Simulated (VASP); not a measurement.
# BAs (F-43m) in VASP: notebook

Runs on BAs. Level: PBE. Tasks: single point.

All numbers are computed with VASP 6.6.1; they aren't measurements. Logs are shortened: lines on timing, memory, paths and dates and some standing lists are left out, and cuts for length are marked.

## (1) The cell of the first run

It takes space group F-43m (No. 216, cubic). The conventional cell has a = 4.777 Å, b = 4.777 Å, c = 4.777 Å, α = 90.00°, β = 90.00°, γ = 90.00°. Within 2.7 Å of B (site symmetry -43m) lie 4 As at 2.07 Å. Within 2.7 Å of As (site symmetry -43m) lie 4 B at 2.07 Å.

## (2) Single point, PBE

INCAR

```
PREC     = Accurate       # precision mode
ENCUT    = 520            # plane-wave cutoff, eV
EDIFF    = 1E-7           # SCF threshold, eV
ISMEAR   = 0              # smearing method
SIGMA    = 0.02           # smearing width, eV
LREAL    = False          # projectors in reciprocal space
LASPH    = True           # aspherical terms in the spheres
NELM     = 60             # most SCF steps
ALGO     = Normal         # electronic algorithm
ISIF     = 2              # what is computed and relaxed
LWAVE    = False          # write WAVECAR
LCHARG   = False          # write CHGCAR
GGA      = PE             # functional
NBANDS   = 11             # bands
```

KPOINTS

```
Automatic mesh
0
Gamma
  10 10 10
```

POSCAR

```
BAs
1.0
    0.0000000000      2.3885000000      2.3885000000
    2.3885000000      0.0000000000      2.3885000000
    2.3885000000      2.3885000000      0.0000000000
B As
1 1
Direct
    0.0000000000      0.0000000000      0.0000000000
    0.2500000000      0.2500000000      0.2500000000
```

Potentials or basis: VASP PAW PBE potentials, release 64 (B, As).

The run is started by

```
> cat potpaw_PBE.64/B/POTCAR potpaw_PBE.64/As/POTCAR > POTCAR
> mpirun -np 1 vasp_std > vasp.out
```

OUTCAR:

```text
PREC = Accurate
   ENCUT = 520
   EDIFF = 1E-7
   ISMEAR = 0
   LREAL = False
   LASPH = True
   NELM = 60
   ISIF = 2
   GGA = PE

 ion  position               nearest neighbor table
   1  0.000  0.000  0.000-   2 2.07   2 2.07   2 2.07   2 2.07
   2  0.250  0.250  0.250-   1 2.07   1 2.07   1 2.07   1 2.07

  LATTYP: Found a face centered cubic cell.
 ALAT       =     4.7770000000

  Lattice vectors:

 A1 = (   0.0000000000,   2.3885000000,   2.3885000000)
 A2 = (   2.3885000000,   0.0000000000,   2.3885000000)
 A3 = (   2.3885000000,   2.3885000000,   0.0000000000)

Analysis of symmetry for initial positions (statically):
=====================================================================
 Subroutine PRICEL returns:
 Original cell was already a primitive cell.

 Routine SETGRP: Setting up the symmetry group for a
 face centered cubic supercell.

 Subroutine GETGRP returns: Found 24 space group operations
 (whereof 24 operations were pure point group operations)
 out of a pool of 48 trial point group operations.

The static configuration has the point symmetry T_d .

Analysis of symmetry for dynamics (positions and initial velocities):
=====================================================================
 Subroutine PRICEL returns:
 Original cell was already a primitive cell.

 Routine SETGRP: Setting up the symmetry group for a
 face centered cubic supercell.

 Subroutine GETGRP returns: Found 24 space group operations
 (whereof 24 operations were pure point group operations)
 out of a pool of 48 trial point group operations.

The dynamic configuration has the point symmetry T_d .

 Subroutine INISYM returns: Found 24 space group operations
 (whereof 24 operations are pure point group operations),
 and found     1 'primitive' translations

----------------------------------------------------------------------------------------

                                     Primitive cell

  volume of cell :      27.2525

  direct lattice vectors                    reciprocal lattice vectors
     0.000000000  2.388500000  2.388500000    -0.209336404  0.209336404  0.209336404
     2.388500000  0.000000000  2.388500000     0.209336404 -0.209336404  0.209336404
     2.388500000  2.388500000  0.000000000     0.209336404  0.209336404 -0.209336404

  length of vectors
     3.377849094  3.377849094  3.377849094     0.362581287  0.362581287  0.362581287

  position of ions in fractional coordinates (direct lattice)
     0.000000000  0.000000000  0.000000000
     0.250000000  0.250000000  0.250000000

  ion indices of the primitive-cell ions
   primitive index   ion index
                 1           1
                 2           2

----------------------------------------------------------------------------------------

 KPOINTS: Automatic mesh

Automatic generation of k-mesh.
 Grid dimensions read from file:
 generate k-points for:   10   10   10

 Generating k-lattice:

  Cartesian coordinates                     Fractional coordinates (reciprocal lattice)
    -0.020933640  0.020933640  0.020933640     0.100000000  0.000000000  0.000000000
     0.020933640 -0.020933640  0.020933640     0.000000000  0.100000000  0.000000000
     0.020933640  0.020933640 -0.020933640     0.000000000  0.000000000  0.100000000

  Length of vectors
     0.036258129  0.036258129  0.036258129

  Shift w.r.t. Gamma in fractional coordinates (k-lattice)
     0.000000000  0.000000000  0.000000000

 Subroutine IBZKPT returns following result:
 ===========================================

 Found     47 irreducible k-points:

 Following reciprocal coordinates:
            Coordinates               Weight
  0.000000  0.000000  0.000000      1.000000
  0.100000  0.000000  0.000000      8.000000
  0.200000  0.000000  0.000000      8.000000
  0.300000  0.000000  0.000000      8.000000
  0.400000  0.000000  0.000000      8.000000
  0.500000  0.000000  0.000000      4.000000
[... 16 lines left out ...]
  0.300000  0.300000  0.000000      6.000000
  0.400000  0.300000  0.000000     24.000000
 [... further k-points ...]
   k-points           NKPTS =     47   k-points in BZ     NKDIM =     47   number of bands    NBANDS=     11
   number of dos      NEDOS =    301   number of ions     NIONS =      2
   total plane-waves  NPLWV =  21952
   dimension x,y,z NGX =    28 NGY =   28 NGZ =   28
   dimension x,y,z NGXF=    56 NGYF=   56 NGZF=   56
   ions per type =               1   1
   NGX,Y,Z   is equivalent  to a cutoff of  13.78, 13.78, 13.78 a.u.
   NGXF,Y,Z  is equivalent  to a cutoff of  27.56, 27.56, 27.56 a.u.
 SYSTEM =  unknown system
   PREC   = accura    normal or accurate (medium, high low for compatibility)
   ISTART =      0    job   : 0-new  1-cont  2-samecut
   ICHARG =      2    charge: 1-file 2-atom 10-const
   ISPIN  =      1    spin polarized calculation?
   LNONCOLLINEAR =      F non collinear calculations
   LSORBIT =      F    spin-orbit coupling
   LASPH  =      T    aspherical Exc in radial PAW
   ENCUT  =  520.0 eV  38.22 Ry    6.18 a.u.   6.28  6.28  6.28*2*pi/ulx,y,z
   NELM   =     60;   NELMIN=  2; NELMDL= -5     # of ELM steps
   EDIFF  = 0.1E-06   stopping-criterion for ELM
   LREAL  =      F    real-space projection
   EDIFFG = 0.1E-05   stopping-criterion for IOM
   NSW    =      0    number of steps for IOM
   IBRION =     -1    ionic relax: 0-MD 1-quasi-New 2-CG
   NFREE  =      0    steps in history (QN), initial steepest desc. (CG)
   ISIF   =      2    stress and relaxation
   ISYM   =      2    0-nonsym 1-usesym 2-fastsym
   POTIM  = 0.5000    time-step for ionic-motion
   TEBEG  =    0.0;   TEEND  =   0.0 temperature during run
   PSTRESS=    0.0 pullay stress
   NELECT =       8.0000    total number of electrons
   NUPDOWN=      -1.0000    fix difference up-down
   EMIN   =  10.00;   EMAX   =-10.00  energy-range for DOS
   EFERMI =   0.00;   METHOD = LEGACY
   ISMEAR =     0;   SIGMA  =   0.02  broadening in eV -4-tet -1-fermi 0-gaus
   EFERMI_NEDOS =   21; number of points for ismear=-14 and -15
   IALGO  =     38    algorithm
   IMIX   =      4    mixing-type and parameters
     AMIX     =   0.40;   BMIX     =  1.00
     AMIX_MAG =   1.60;   BMIX_MAG =  1.00
  volume/ion in A,a.u.               =      13.63        91.95
  Fermi-wavevector in a.u.,A,eV,Ry     =   1.088018  2.056057 16.106360  1.183784
  Thomas-Fermi vector in A             =   2.224191
   LORBIT       =      0    0 simple, 1 ext, 2 COOP (PROOUT), +10 PAW based schemes
   GGA     = PE    functional components
   LHFCALC =     F    Hartree Fock is set to
   AEXX    =    0.0000 exact exchange contribution
   IVDW    =     0    specifies the selected vdW correction
   LEPSILON=     F    determine dielectric tensor
   LRPA    =     F    only Hartree local field effects (RPA)
 non-spin polarized calculation
 Gauss-broadening in eV      SIGMA  =   0.02
  energy-cutoff  :      520.00
  volume of cell :       27.25
 maximum number of plane-waves:       754
 NGX is ok and might be reduce to    28
   NGX = 13   NGY = 13   NGZ = 13

 number of electron       8.0000000 magnetization

 Free energy of the ion-electron system (eV)
  ---------------------------------------------------
  ext. energy  EPLUGINS =         0.00000000
  ---------------------------------------------------
  free energy    TOTEN  =       -11.40640282 eV

  energy without entropy =      -11.40640282  energy(sigma->0) =      -11.40640282

 E-fermi :   6.2384     XC(G=0): -10.5843

 val. band max:        6.1261798682   @ k =   0.0000   0.0000   0.0000
 cond. band min:       7.3017354665   @ k =   0.4000   0.4000   0.0000
 fundamental gap:      1.1755555983
 Fermi energy:         6.2384223117

 k-point     1 :       0.0000    0.0000    0.0000
  band No.  band energies     occupation
      1      -9.2750      2.00000
      2       6.1262      2.00000
      3       6.1262      2.00000
      4       6.1262      2.00000
      5       9.4027      0.00000
      6       9.4027      0.00000
      7       9.4027      0.00000
      8      10.8130      0.00000
      9      15.7091      0.00000
     10      19.0767      0.00000
     11      19.0767      0.00000

 k-point     2 :       0.1000    0.0000    0.0000
  band No.  band energies     occupation
      1      -9.1108      2.00000
      2       4.7308      2.00000
      3       5.8245      2.00000
      4       5.8245      2.00000
      5       9.5501      0.00000
      6       9.8000      0.00000
      7       9.8000      0.00000
      8      11.6848      0.00000
      9      16.3543      0.00000
     10      18.0092      0.00000
     11      18.0092      0.00000

 k-point     3 :       0.2000    0.0000    0.0000
  band No.  band energies     occupation
      1      -8.6265      2.00000
      2       2.3654      2.00000
      3       5.2498      2.00000
      4       5.2498      2.00000
      5       9.3350      0.00000
      6      10.5170      0.00000
      7      10.5170      0.00000
      8      13.3082      0.00000
      9      17.2897      0.00000
     10      17.2897      0.00000
     11      17.3528      0.00000

 k-point     4 :       0.3000    0.0000    0.0000
  band No.  band energies     occupation
      1      -7.8585      2.00000
      2       0.0737      2.00000
      3       4.7416      2.00000
      4       4.7416      2.00000
      5       9.0630      0.00000
      6      10.9191      0.00000
      7      10.9191      0.00000
      8      14.5733      0.00000
      9      17.4744      0.00000
     10      17.7372      0.00000
     11      17.7372      0.00000
[... 239 lines left out ...]
 k-point    22 :      -0.2000    0.2000    0.0000
  band No.  band energies     occupation
      1      -7.5950      2.00000
      2       0.6555      2.00000
      3       2.0530      2.00000
      4       4.8330      2.00000
      5      10.0596      0.00000
      6      11.2440      0.00000
      7      12.1364      0.00000
      8      13.1324      0.00000
      9      16.0106      0.00000
     10      18.7524      0.00000
     11      20.3076      0.00000

 k-point    23 :       0.3000    0.3000    0.0000
  band No.  band energies     occupation
      1      -7.3590      2.00000
      2       0.9137      2.00000
      3       2.9368      2.00000
      4       2.9368      2.00000
      5       7.5220      0.00000
      6       9.7837      0.00000
      7      14.5795      0.00000
      8      14.5795      0.00000
      9      17.1250      0.00000
     10      21.1915      0.00000
     11      21.2233      0.00000

 k-point    24 :       0.4000    0.3000    0.0000
  band No.  band energies     occupation
      1      -6.6309      2.00000
      2      -0.3315      2.00000
      3       2.1498      2.00000
      4       2.6400      2.00000
      5       7.8224      0.00000
      6       9.5221      0.00000
      7      14.9619      0.00000
      8      15.1947      0.00000
      9      18.1794      0.00000
     10      21.9433      0.00000
     11      21.9977      0.00000

 [... further k-points ...]
[... 5 lines left out ...]
  --------------------------------------------------------------------------------------
  -------------------------------------------------------------------------------------
  Total        0.5835159      0.5835159      0.5835159     -0.0000000      0.0000000      0.0000000
  in kB       34.3050102     34.3050102     34.3050102     -0.0000000      0.0000000      0.0000000
  external PRESSURE =      34.3050102 kB  Pullay stress =       0.0000000 kB

 VOLUME and BASIS-vectors are now :
 -----------------------------------------------------------------------------
  energy-cutoff  :      520.00
  volume of cell :       27.25
      direct lattice vectors                 reciprocal lattice vectors
     0.000000000  2.388500000  2.388500000    -0.209336404  0.209336404  0.209336404
     2.388500000  0.000000000  2.388500000     0.209336404 -0.209336404  0.209336404
     2.388500000  2.388500000  0.000000000     0.209336404  0.209336404 -0.209336404

 POSITION                                       TOTAL-FORCE (eV/Angst)
 -----------------------------------------------------------------------------------
      0.00000      0.00000      0.00000        -0.000000      0.000000      0.000000
      1.19425      1.19425      1.19425         0.000000     -0.000000     -0.000000
 -----------------------------------------------------------------------------------
    total drift:                               -0.000000     -0.000000     -0.000000

  FREE ENERGIE OF THE ION-ELECTRON SYSTEM (eV)
  ---------------------------------------------------
  free  energy   TOTEN  =       -11.4064028202 eV

  energy  without entropy=      -11.4064028202  energy(sigma->0) =      -11.40640282
```

Wall time 11 s (1 thread of Intel Xeon Platinum 8488C (Sapphire Rapids), shared host); peak memory 0.16 GiB.

Results:

```
Free energy            : -11.4064 eV
Pressure               : 3.4 GPa
Band gap on the k mesh : 1.18 eV, indirect (least direct gap 3.28 eV)
```

## (3) Single point, PBE (volume scaled by 1.03)

INCAR

```
ALGO = Normal
EDIFF = 1E-6
ENCUT = 520
GGA = PE
ISIF = 2
ISMEAR = 0
LASPH = T
LCHARG = F
LREAL = F
LWAVE = F
NBANDS = 11
NELM = 60
PREC = Accurate
SIGMA = 0.02
```

KPOINTS

```
k-points
0
Gamma
  10 10 10
```

POSCAR

```
BAs
1.0
    0.0000000000      2.4282187830      2.4282187830
    2.4282187830      0.0000000000      2.4282187830
    2.4282187830      2.4282187830      0.0000000000
B As
1 1
Direct
    0.0000000000      0.0000000000      0.0000000000
    0.2500000000      0.2500000000      0.2500000000
```

Potentials or basis: VASP PAW PBE potentials, release 64 (B, As).

The run is started by

```
> cat potpaw_PBE.64/B/POTCAR potpaw_PBE.64/As/POTCAR > POTCAR
> mpirun -np 1 vasp_std > vasp.out
```

Wall time 10 s (1 thread of Intel Xeon Platinum 8488C (Sapphire Rapids), shared host); peak memory 0.16 GiB.

Results (log left out):

```yaml
Free_energy: -11.4069 eV
Pressure: -3.1 GPa
Band_gap_on_the_k_mesh: 1.23 eV, indirect (least direct gap 3.22 eV)
```

Levels at points of the mesh, in eV from the valence-band top:
| k point | band 1 | band 2 | band 3 | band 4 | band 5 | band 6 | band 7 | band 8 |
| --- | --- | --- | --- | --- | --- | --- | --- | --- |
| (0.00, 0.00, 0.00) | -14.96 | 0.00 | 0.00 | 0.00 | 3.22 | 3.22 | 3.22 | 4.07 |
| (0.50, 0.00, 0.00) | -12.26 | -8.44 | -1.74 | -1.74 | 2.41 | 4.72 | 4.72 | 8.76 |
| (0.50, 0.50, 0.00) | -11.03 | -8.26 | -3.88 | -3.88 | 1.49 | 1.49 | 10.90 | 10.90 |

 A k mesh can miss the band edges.
